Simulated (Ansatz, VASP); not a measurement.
**Co: VASP beside Ansatz**

The input INCAR:

```
SYSTEM = Co
PREC = Accurate ; ENCUT = 520
EDIFF = 1E-6 ; ISMEAR = -1
SIGMA = 0.1 ; LREAL = .False.
LASPH = .True. ; NELM = 150
ALGO = Normal ; ISIF = 2
LWAVE = .False. ; LCHARG = .False.
ISPIN = 2 ; MAGMOM = 0 3
LORBIT = 11 ; LMAXMIX = 4
GGA = PE ; NBANDS = 20
```

The input KPOINTS:

```
Automatic mesh
0
Gamma
  12 12 12
  0 0 0
```

Contents of POSCAR:

```
Co
1.0
    3.6170000000      1.8085000000      1.8085000000
    1.8085000000      3.6170000000      1.8085000000
    1.8085000000      1.8085000000      3.6170000000
Co
2
Direct
    0.0000000000      0.0000000000      0.0000000000
    0.5000000000      0.5000000000      0.5000000000
```

Input for Ansatz:

```yaml
crystal:
  lattice:
    - [3.617, 1.8085, 1.8085]
    - [1.8085, 3.617, 1.8085]
    - [1.8085, 1.8085, 3.617]
  atoms:
    - { symbol: Co, position: [0.0, 0.0, 0.0] }
    - { symbol: Co, position: [0.5, 0.5, 0.5], spin: 3.0 }
magnetization:
  spin_polarized: true
hamiltonian:
  xc: pbe
  pseudopotentials: { kind: paw }
basis:
  ecutwfc: 420
kpoints:
  mp_grid: { grid: [12, 12, 12] }
scf:
  occupations: { method: fermi_dirac, width: 0.1 }
  lower_state_search: "off"
output:
  forces: true
  stress: true
```

Alike in both runs: task single point; functional PBE; k mesh 12 × 12 × 12; occupations fermi-dirac, width 0.1 eV; collinear spin.

|  | VASP | Ansatz |
| --- | --- | --- |
| version | VASP 6.6.1 | Ansatz 0.2.0 |
| potentials or method | VASP PAW PBE potentials, release 64 (Co), cutoff 520 eV | PAW, plane waves, scalar-relativistic |
| valence electrons in the cell | 18 | 34 |

```tsv
	VASP	Ansatz	Ansatz less VASP
pressure (GPa)	-14.0	-13.7	+0.34
traceless stress, the component that is largest in VASP (GPa)	-0.07	-0.05	+0.019
net moment per atom (μB)	1.71	1.72	+0.011
size of the moment on the site where the two differ most (μB)	1.74	1.79	+0.056
```

Site moments also hang on the region over which each program counts them. VASP's potentials hold 18 valence electrons a cell and Ansatz's 34, so a difference there can come from the potentials and not from the codes.
